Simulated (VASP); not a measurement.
Here is a VASP 6.6.1 calculation.

INCAR

```
ALGO     = Normal         # electronic algorithm
EDIFF    = 1E-7           # SCF threshold, eV
ENCUT    = 520            # plane-wave cutoff, eV
GGA      = PE             # functional
ISIF     = 2              # what is computed and relaxed
ISMEAR   = 0              # smearing method
LASPH    = True           # aspherical terms in the spheres
LCHARG   = True           # write CHGCAR
LELF     = True           # ELF
LREAL    = False          # projectors in reciprocal space
LVHAR    = True         
LWAVE    = False          # write WAVECAR
NBANDS   = 18             # bands
NELM     = 60             # most SCF steps
PREC     = Accurate       # precision mode
SIGMA    = 0.05           # smearing width, eV
```

Contents of KPOINTS:

```
k-points
0
Gamma
  8 8 8
```

POSCAR

```
HfO2
1.0
   -0.1973150410      2.4080772260      2.4080772260
    2.4080772260     -0.1973150410      2.4080772260
    2.4080772260      2.4080772260     -0.1973150410
Hf O
1 2
Direct
    0.0000000000      0.0000000000      0.0000000000
    0.2500000000      0.2500000000      0.2500000000
    0.7500000000      0.7500000000      0.7500000000
```

Potentials or basis: VASP PAW PBE potentials, release 64 (Hf_pv, O).

The run is started by

```console
$ cat potpaw_PBE.64/Hf_pv/POTCAR potpaw_PBE.64/O/POTCAR > POTCAR
$ mpirun -np 1 vasp_std > vasp.out
```

(1) Estimate the largest force.

(2) Estimate the band gap on the k mesh.

(3) Estimate the pressure.

Answers

(1) 1.978 eV/Å.

(2) 4.06 eV, direct.

(3) 16.9 GPa.

Caveat: spin-orbit coupling is left out, which moves the levels of the heavy elements; forces of over 1 eV/Å act on the atoms, so gaps and moduli don't describe the material at rest.
